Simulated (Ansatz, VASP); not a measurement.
## Al30Cu in VASP and in Ansatz

```
Al Cu
1.0
     8.10000    0.00000    0.00000
     0.00000    8.10000    0.00000
     0.00000    0.00000    8.10000
Al Cu
30 1
Direct
  0.49503 0.98655 0.99450
  0.74678 0.25000 0.99946
  0.74883 0.00124 0.25116
  0.00154 0.99812 0.00039
  0.25049 0.25000 0.99951
  0.49503 0.51345 0.99450
  0.74659 0.75000 0.99492
  0.24961 0.99812 0.24846
  0.50122 0.25000 0.25106
  0.74883 0.49876 0.25116
  0.50159 0.99909 0.50415
  0.74896 0.25000 0.50104
  0.74585 0.99909 0.74841
  0.00154 0.50188 0.00039
  0.99814 0.25000 0.25186
  0.24961 0.50188 0.24846
  0.49773 0.75000 0.24876
  0.99884 0.00124 0.50117
  0.25054 0.25000 0.50322
  0.50159 0.50091 0.50415
  0.74885 0.75000 0.50115
  0.25550 0.98655 0.75497
  0.50037 0.25000 0.74963
  0.74585 0.50091 0.74841
  0.00170 0.75000 0.24830
  0.99884 0.49876 0.50117
  0.25508 0.75000 0.50341
  0.99894 0.25000 0.74878
  0.25550 0.51345 0.75497
  0.00124 0.75000 0.75227
  0.50979 0.75000 0.74021
```

Alike in both runs: functional LDA; k mesh 3 × 3 × 3; occupations gaussian, width 0.1 eV; no spin polarisation.

Ansatz relaxed the structure, and its values are those at the end. VASP's run is a single point on that final structure, the one shown.

|  | VASP | Ansatz |
| --- | --- | --- |
| version | VASP 6.6.1 | Ansatz 0.2.0 |
| potentials or method | VASP PAW LDA potentials, release 64 (Al, Cu), cutoff 520 eV | scalar-relativistic, plane waves, PAW |
| valence electrons in the cell | 101 | 109 |

```csv
,VASP,Ansatz,Ansatz less VASP
rms of the force components (eV/Å),0.004,0.003,-0.0007
```

Ansatz warns that its potentials were made for another functional, while VASP's fit it. LDA's correlation is that of Perdew and Zunger in VASP and of Perdew and Wang (1992) in Ansatz. VASP's potentials hold 101 valence electrons a cell and Ansatz's 109, so a difference there can come from the potentials and not from the codes.
